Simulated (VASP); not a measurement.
Input of a VASP 6.6.1 run:

The input INCAR:

```
PREC     = Accurate       # precision mode
ENCUT    = 520            # plane-wave cutoff, eV
EDIFF    = 1E-6           # SCF threshold, eV
ISMEAR   = -1             # smearing method
SIGMA    = 0.05           # smearing width, eV
LREAL    = F              # projectors in reciprocal space
LASPH    = T              # aspherical terms in the spheres
NELM     = 100            # most SCF steps
ALGO     = Normal         # electronic algorithm
ISIF     = 2              # what is computed and relaxed
LWAVE    = F              # write WAVECAR
LCHARG   = F              # write CHGCAR
GGA      = PS             # functional
NBANDS   = 28             # bands
```

The input KPOINTS:

```
Automatic mesh
0
Gamma
  6 6 6
```

File POSCAR:

```
BaTiO3
1.0
    2.8179454333      1.6269387333      2.3339235579
   -2.8179454333      1.6269387333      2.3339235579
    0.0000000000     -3.2538774667      2.3339235579
Ba Ti O
1 1 3
Direct
    0.0000000000      0.0000000000      0.0000000000
    0.4845000000      0.4845000000      0.4845000000
    0.5086000000      0.5086000000      0.0175000000
    0.0175000000      0.5086000000      0.5086000000
    0.5086000000      0.0175000000      0.5086000000
```

Potentials or basis: VASP PAW PBE potentials, release 64 (Ba_sv, Ti_sv, O).

Launch:

```console
$ cat potpaw_PBE.64/Ba_sv/POTCAR potpaw_PBE.64/Ti_sv/POTCAR potpaw_PBE.64/O/POTCAR > POTCAR
$ mpirun -np 1 vasp_std > vasp.out
```

Q: Estimate the band gap on the k mesh.

A: 2.34 eV (least direct gap 2.71 eV).

Q: What does it give for the pressure?

A: 0.7 GPa.

Forces in eV/Å, atoms in the order of the input:
```
Ba   0.000  0.000 -0.125
Ti   0.000  0.000  0.115
O    0.000  0.116  0.003
O   -0.101 -0.058  0.003
O    0.101 -0.058  0.003
```

Caveat: the PAW data sets were made with another functional, which shifts forces and pressure a little; spin-orbit coupling is left out, which moves the levels of the heavy elements. A k mesh can miss the band edges.
